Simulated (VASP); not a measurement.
PbF2:

```
Pb F
1.0
    -1.66364    1.66364    5.41304
     1.66364   -1.66364    5.41304
     1.66364    1.66364   -5.41304
Pb F
1 2
Cartesian
  0.0000 0.0000 0.0000
  0.0000 0.0000 3.6809
  0.0000 0.0000 7.1452
```

The cell was generated, and may not be a known phase.

| Property | Result |
| --- | --- |
| Program | VASP 6.6.1 |
| Task | relaxation of cell and atoms |
| Functional | PBE |
| Potentials or basis | VASP PAW PBE potentials, release 64 (Pb_d, F) |
| Cutoff | 600 eV |
| k mesh | 8 × 8 × 8 |
| Occupations | gaussian, width 0.1 eV |
| Spin | no spin polarisation |

At the start: pressure -9.8 GPa; volume 19.98 Å³/atom.

Q: How do energy, volume and symmetry change on relaxing?

A: Over 17 steps the energy falls by 565.0 meV/atom and the volume is 15.33 Å³/atom (-23.3 %); space group I4/mmm (No. 139, to 0.1 Å) before and after.

Step by step:
```csv
step,energy change (eV),largest force (eV/Å),pressure (GPa),volume (Å³)
1,0.0000,2.2735,-9.83,59.93
2,-1.2643,1.0133,-2.83,49.67
3,-1.4409,0.0865,3.81,45.70
4,-1.4424,0.0049,4.49,45.39
5,-1.5525,0.2588,0.13,47.47
6,-1.5603,0.3931,-1.15,48.25
7,-1.5878,0.4036,-1.12,47.71
8,-1.6642,0.4079,0.04,46.02
9,-1.3621,0.6423,13.23,42.34
10,-1.6621,0.5449,0.86,45.65
11,-1.6471,0.3270,4.45,44.11
12,-1.6691,0.5175,1.85,45.10
13,-1.6876,0.2518,1.21,45.34
14,-1.6927,0.0146,0.80,45.57
15,-1.6927,0.0283,0.82,45.55
16,-1.6947,0.0317,0.23,45.82
17,-1.6950,0.0322,-0.12,45.98
```

Final structure:
```xyz
3
Lattice="-1.7427 1.7427 3.7851 1.7427 -1.7427 3.7851 1.7427 1.7427 -3.7851" Properties=species:S:1:pos:R:3 pbc="T T T"
Pb    0.0000    0.0000    0.0000
F     0.0000    0.0000    2.5724
F     0.0000    0.0000    4.9979
```

Caveat: the volume moved by over 15 % at a fixed basis, so the end points are rough.
